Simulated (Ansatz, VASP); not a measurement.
**C in VASP and in Ansatz**

```
CELL_PARAMETERS angstrom
0.00000 2.17072 2.17072
2.17072 0.00000 2.17072
2.17072 2.17072 0.00000
ATOMIC_POSITIONS crystal
C 0.50000 0.50000 0.50000
C 0.75000 0.75000 0.75000
C 0.25000 0.25000 0.25000
```

Alike in both runs: functional PBE; k mesh 18 × 18 × 18; occupations gaussian, width 0.1 eV; no spin polarisation.

Ansatz relaxed the structure, and its values are those at the end. VASP's run is a single point on that final structure, the one shown.

```csv
,VASP,Ansatz
version,VASP 6.6.1,Ansatz 0.2.0
potentials or method,"VASP PAW PBE potentials, release 64 (C), cutoff 520 eV","scalar-relativistic, plane waves, PAW"
valence electrons in the cell,12,12
```

```csv
,VASP,Ansatz,Ansatz less VASP
gap on the k mesh at the Fermi level (eV),none,none,-
pressure (GPa),0.1,0.0,-0.07
```

A gap of «none» marks a metal or a gap that the smearing closes.
